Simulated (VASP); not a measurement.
# ZnO (NiAs type): single point with PBE

The system is ZnO (NiAs type).

```
Zn O
1.0
     2.85840    0.00000    0.00000
    -1.42920    2.47544    0.00000
     0.00000    0.00000    4.99684
Zn O
2 2
Cartesian
  0.0000 0.0000 0.0000
  0.0000 0.0000 2.4984
  0.0000 1.6503 1.2492
  1.4292 0.8251 3.7476
```

```json
{
  "Program": "VASP 6.6.1",
  "Task": "single point",
  "Functional": "PBE",
  "Potentials or basis": "VASP PAW PBE potentials, release 64 (Zn, O)",
  "Cutoff": "520 eV",
  "k mesh": "11 × 11 × 6",
  "Occupations": "fermi-dirac, width 0.05 eV",
  "Spin": "no spin polarisation"
}
```

```json
{
 "Pressure": "35.6 GPa",
 "Band gap on the k mesh": "1.25 eV, direct"
}
```

Stress tensor (GPa, compression positive):
```
35.55  0.00  0.00
 0.00 35.55  0.00
 0.00  0.00 35.86
```

Levels at points of the mesh, in eV from the valence-band top:
```
           k point  band 15  band 16  band 17  band 18  band 19  band 20  band 21  band 22
(0.00, 0.00, 0.00)    -1.58    -1.58     0.00     0.00     1.25     6.04     9.39    14.91
(0.00, 0.00, 0.50)    -0.66    -0.66    -0.66    -0.66     4.37     4.37    11.43    11.43
```

It took 43 s on 1 thread of Intel Xeon 6975P-C (shared host), peak memory 0.19 GiB.

A hybrid or GW would open this gap; PBE tends to underestimate it.
